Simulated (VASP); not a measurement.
# FeSi (P2_13) in VASP: dielectric tensor with PBE

Aim: the dielectric tensor of FeSi with PBE.

Everything below comes from runs of VASP 6.6.1. Logs are shortened: lines on timing, memory, paths and dates and some standing lists are left out, and cuts for length are marked.

### 1 The cell of the first run

It takes space group P2_13 (No. 198, cubic). The conventional cell has a = 4.403 Å, b = 4.403 Å, c = 4.403 Å, α = 90.00°, β = 90.00°, γ = 90.00°. Within 3.0 Å of Fe (site symmetry 3) lie 7 Si at 2.25 to 2.47 Å and 6 Fe at 2.70 Å. Si (site symmetry 3) has 7 Fe at 2.25 to 2.47 Å and 6 Si at 2.73 Å within 3.0 Å.

### 2 Dielectric tensor, PBE

Input file INCAR:

```
SYSTEM = FeSi
ALGO     = Normal         ! electronic algorithm
EDIFF    = 1E-8           ! SCF threshold, eV
ENCUT    = 520            ! plane-wave cutoff, eV
GGA      = PE             ! functional
ISIF     = 2              ! what is computed and relaxed
ISMEAR   = 0              ! smearing method
LASPH    = .TRUE.         ! aspherical terms in the spheres
LCHARG   = .FALSE.        ! write CHGCAR
LEPSILON = .TRUE.         ! dielectric tensor by DFPT
LREAL    = .FALSE.        ! projectors in reciprocal space
LWAVE    = .FALSE.        ! write WAVECAR
NELM     = 100            ! most SCF steps
PREC     = Accurate       ! precision mode
SIGMA    = 0.01           ! smearing width, eV
```

Input file KPOINTS:

```
k-points
0
G
  6 6 6
  0 0 0
```

Input file POSCAR:

```
FeSi
1.0
    4.4030518950      0.0000000000      0.0000000000
    0.0000000000      4.4030518950      0.0000000000
    0.0000000000      0.0000000000      4.4030518950
Fe Si
4 4
Direct
    0.8633399905      0.6366600095      0.3633399905
    0.6366600095      0.3633399905      0.8633399905
    0.3633399905      0.8633399905      0.6366600095
    0.1366600095      0.1366600095      0.1366600095
    0.1588681659      0.3411318341      0.6588681659
    0.3411318341      0.6588681659      0.1588681659
    0.6588681659      0.1588681659      0.3411318341
    0.8411318341      0.8411318341      0.8411318341
```

Potentials or basis: VASP PAW PBE potentials, release 64 (Fe, Si).

Started as:

```console
$ cat potpaw_PBE.64/Fe/POTCAR potpaw_PBE.64/Si/POTCAR > POTCAR
$ mpirun -np 1 vasp_std > vasp.out
```

OUTCAR:

```text
SYSTEM = FeSi
   EDIFF = 1E-8
   ENCUT = 520
   GGA = PE
   ISIF = 2
   ISMEAR = 0
   LASPH = .TRUE.
   LEPSILON = .TRUE.
   LREAL = .FALSE.
   NELM = 100
   PREC = Accurate

 ion  position               nearest neighbor table
   1  0.863  0.637  0.363-   5 2.25   6 2.29   7 2.29   8 2.29   7 2.47   8 2.47   6 2.47   2 2.70
                             2 2.70   3 2.70   4 2.70   3 2.70   4 2.70
   2  0.637  0.363  0.863-   6 2.25   5 2.29   7 2.29   8 2.29   5 2.47   7 2.47   8 2.47   1 2.70
                             1 2.70   3 2.70   3 2.70   4 2.70   4 2.70
   3  0.363  0.863  0.637-   7 2.25   6 2.29   5 2.29   8 2.29   6 2.47   5 2.47   8 2.47   1 2.70
                             4 2.70   2 2.70   2 2.70   1 2.70   4 2.70
   4  0.137  0.137  0.137-   8 2.25   6 2.29   7 2.29   5 2.29   6 2.47   5 2.47   7 2.47   2 2.70
                             3 2.70   1 2.70   3 2.70   1 2.70   2 2.70
   5  0.159  0.341  0.659-   1 2.25   2 2.29   3 2.29   4 2.29   3 2.47   4 2.47   2 2.47   7 2.73
                             7 2.73   6 2.73   8 2.73   8 2.73   6 2.73
   6  0.341  0.659  0.159-   2 2.25   1 2.29   3 2.29   4 2.29   1 2.47   3 2.47   4 2.47   8 2.73
                             8 2.73   5 2.73   5 2.73   7 2.73   7 2.73
   7  0.659  0.159  0.341-   3 2.25   2 2.29   1 2.29   4 2.29   2 2.47   1 2.47   4 2.47   5 2.73
                             5 2.73   6 2.73   6 2.73   8 2.73   8 2.73
   8  0.841  0.841  0.841-   4 2.25   2 2.29   3 2.29   1 2.29   2 2.47   1 2.47   3 2.47   6 2.73
                             6 2.73   7 2.73   7 2.73   5 2.73   5 2.73

  LATTYP: Found a simple cubic cell.
 ALAT       =     4.4030518950

  Lattice vectors:

 A1 = (   4.4030518950,   0.0000000000,   0.0000000000)
 A2 = (   0.0000000000,   4.4030518950,   0.0000000000)
 A3 = (   0.0000000000,   0.0000000000,   4.4030518950)

Analysis of symmetry for initial positions (statically):
=====================================================================
 Subroutine PRICEL returns:
 Original cell was already a primitive cell.

 Routine SETGRP: Setting up the symmetry group for a
 simple cubic supercell.

 Subroutine GETGRP returns: Found 12 space group operations
 (whereof  3 operations were pure point group operations)
 out of a pool of 48 trial point group operations.

The static configuration has the point symmetry C_3 .
 The point group associated with its full space group is T   .

Analysis of symmetry for dynamics (positions and initial velocities):
=====================================================================
 Subroutine PRICEL returns:
 Original cell was already a primitive cell.

 Routine SETGRP: Setting up the symmetry group for a
[... 974 lines left out ...]
          86.781435     0.000000     0.000000
          -0.000000    86.781435     0.000000
           0.000000     0.000000    86.781435
 ------------------------------------------------------

 Free energy of the ion-electron system (eV)
  ---------------------------------------------------
  ---------------------------------------------------
  free energy    TOTEN  =       -18.88043805 eV

  energy without entropy =      -18.88043805

------------------------ aborting loop because EDIFF is reached ----------------------------------------

--------------------------------------- Ionic step        2  -------------------------------------------

------------------------ aborting loop because EDIFF is reached ----------------------------------------

--------------------------------------- Ionic step        3  -------------------------------------------

 Free energy of the ion-electron system (eV)
  ---------------------------------------------------
  ---------------------------------------------------
  free energy    TOTEN  =       -18.87983965 eV

  energy without entropy =      -18.87983965

------------------------ aborting loop because EDIFF is reached ----------------------------------------

 PIEZOELECTRIC TENSOR FIELD DIRECTION 3  (e Angst)
 -----------------------------------------------------------------------------
    -0.00704  2.52327  0.00000           ( -0.00043 -0.08690  0.00000)
     2.52312  0.00394  0.00000           ( -0.08690 -0.00078  0.00000)
     0.00000  0.00000 -0.06000           (  0.00000  0.00000 -0.00115)

 PIEZOELECTRIC TENSOR FIELD DIRECTION 3  (C/m^2)
 -----------------------------------------------------------------------------
    -0.00132  0.47360  0.00000
     0.47357  0.00074  0.00000
     0.00000  0.00000 -0.01126

 MACROSCOPIC STATIC DIELECTRIC TENSOR (including local field effects in DFT)
 ------------------------------------------------------
          79.308675    -0.000000     0.000000
          -0.000000    79.308675     0.000000
           0.000000     0.000000    79.308675
 ------------------------------------------------------

 PIEZOELECTRIC TENSOR (including local field effects)  for field in x, y, z        (e  Angst)
          XX          YY          ZZ          XY          YZ          ZX
  --------------------------------------------------------------------------------
  x     0.00000    -0.00000     0.00000     0.00000     2.53280     0.00000
  y     0.00000     0.00000     0.00000     0.00000     0.00000     2.53280
  z     0.00000    -0.00000     0.00000     2.53280     0.00000     0.00000

 PIEZOELECTRIC TENSOR (including local field effects)  for field in x, y, z        (C/m^2)
          XX          YY          ZZ          XY          YZ          ZX
  --------------------------------------------------------------------------------
  x     0.00000    -0.00000     0.00000     0.00000     0.47539     0.00000
  y     0.00000     0.00000     0.00000     0.00000     0.00000     0.47539
  z     0.00000    -0.00000     0.00000     0.47539     0.00000     0.00000

 BORN EFFECTIVE CHARGES (including local field effects) (in |e|, cummulative output)
 ---------------------------------------------------------------------------------
 ion    1
    1    -4.34148    -0.92515    -0.40061
    2     0.40061    -4.34148    -0.92515
    3     0.92515     0.40061    -4.34148
 ion    2
    1    -4.34148    -0.92515     0.40061
    2     0.40061    -4.34148     0.92515
    3    -0.92515    -0.40061    -4.34148
 ion    3
    1    -4.34148     0.92515     0.40061
    2    -0.40061    -4.34148    -0.92515
    3    -0.92515     0.40061    -4.34148
 ion    4
    1    -4.34148     0.92515    -0.40061
    2    -0.40061    -4.34148     0.92515
    3     0.92515    -0.40061    -4.34148
 ion    5
    1     4.34148    -0.13464    -0.45793
    2     0.45793     4.34148    -0.13464
    3     0.13464     0.45793     4.34148
 ion    6
    1     4.34148    -0.13464     0.45793
    2     0.45793     4.34148     0.13464
    3    -0.13464    -0.45793     4.34148
 ion    7
    1     4.34148     0.13464     0.45793
    2    -0.45793     4.34148    -0.13464
    3    -0.13464     0.45793     4.34148
 ion    8
    1     4.34148     0.13464    -0.45793
    2    -0.45793     4.34148     0.13464
    3     0.13464    -0.45793     4.34148
```

OSZICAR:

```text
N       E                     dE             d eps       ncg     rms          rms(c)
DAV:   1     0.358068615126E+03    0.35807E+03   -0.20156E+04  1392   0.186E+03
DAV:   2    -0.266254468060E+02   -0.38469E+03   -0.37380E+03  1392   0.420E+02
DAV:   3    -0.647500402553E+02   -0.38125E+02   -0.34697E+02  1943   0.146E+02
[... 12 lines left out ...]
RMM:  17    -0.188797540479E+02   -0.39768E-04    0.11158E-04  7485   0.794E-03    0.855E-03
RMM:  18    -0.188797632195E+02   -0.91716E-05    0.32205E-04  6096   0.412E-03    0.685E-03
RMM:  19    -0.188797981277E+02   -0.34908E-04    0.42274E-04  6597   0.464E-03    0.320E-03
RMM:  20    -0.188798209103E+02   -0.22783E-04    0.12498E-04  6682   0.183E-03    0.342E-03
RMM:  21    -0.188798309511E+02   -0.10041E-04    0.14296E-05  7594   0.768E-04    0.340E-03
RMM:  22    -0.188798396530E+02   -0.87019E-05   -0.30660E-05  5819   0.937E-04    0.308E-03
```

stdout:

```text
POSCAR found type information on POSCAR FeSi
 POSCAR found :  2 types and       8 ions
 scaLAPACK will be used
 LDA part: xc-table for (Slater+PW92), standard interpolation
 POSCAR, INCAR and KPOINTS ok, starting setup
 FFT: planning ... GRIDC
 FFT: planning ... GRID_SOFT
 FFT: planning ... GRID
 WAVECAR not read
 entering main loop
 Linear response reoptimize wavefunctions to high precision
 Linear response G [H, r] |phi>, progress :
  Direction:   1
 Linear response G [H, r] |phi>, progress :
  Direction:   2
 Linear response G [H, r] |phi>, progress :
  Direction:   3
 Linear response to external field (no local field effect), progress :
  Direction:   1
 dielectric tensor                  component  1 :    99.445     1.436     7.567
 Linear response to external field (no local field effect), progress :
  Direction:   2
 dielectric tensor                  component  2 :     1.042    94.555     4.760
 Linear response to external field (no local field effect), progress :
  Direction:   3
 dielectric tensor                  component  3 :     3.325     4.859    66.344
 Linear response to external field, progress :
  Direction:   1
 dielectric tensor                  component  1 :    79.308     2.514    -1.349
 Linear response to external field, progress :
  Direction:   2
 dielectric tensor                  component  2 :    -1.819    79.309    14.187
 Linear response to external field, progress :
  Direction:   3
 dielectric tensor                  component  3 :    -2.361    13.106    79.309
 Born effective charges drift removed
```

Wall time 13 min (1 thread of Intel Xeon 6975P-C (Granite Rapids), shared host); peak memory 0.54 GiB.

Results:

| Item | Value |
| --- | --- |
| Band gap on the k mesh | 0.18 eV |
| Electronic dielectric tensor (diagonal) | 79.31 |
| Born charges (mean of the diagonal) | Fe -4.34; Si +4.34 e |

Electronic dielectric tensor:
```
79.31  0.00  0.00
 0.00 79.31  0.00
 0.00  0.00 79.31
```

Born effective charge tensors (e):
atom 1, Fe
```
-4.34 -0.93 -0.40
 0.40 -4.34 -0.93
 0.93  0.40 -4.34
```
atom 2, Fe
```
-4.34 -0.93  0.40
 0.40 -4.34  0.93
-0.93 -0.40 -4.34
```
atom 3, Fe
```
-4.34  0.93  0.40
-0.40 -4.34 -0.93
-0.93  0.40 -4.34
```
atom 4, Fe
```
-4.34  0.93 -0.40
-0.40 -4.34  0.93
 0.93 -0.40 -4.34
```
atom 5, Si
```
 4.34 -0.13 -0.46
 0.46  4.34 -0.13
 0.13  0.46  4.34
```
atom 6, Si
```
 4.34 -0.13  0.46
 0.46  4.34  0.13
-0.13 -0.46  4.34
```
atom 7, Si
```
 4.34  0.13  0.46
-0.46  4.34 -0.13
-0.13  0.46  4.34
```
atom 8, Si
```
 4.34  0.13 -0.46
-0.46  4.34  0.13
 0.13 -0.46  4.34
```

Caveat: the gap is small at this level, which inflates the dielectric constant. A k mesh can miss the band edges.
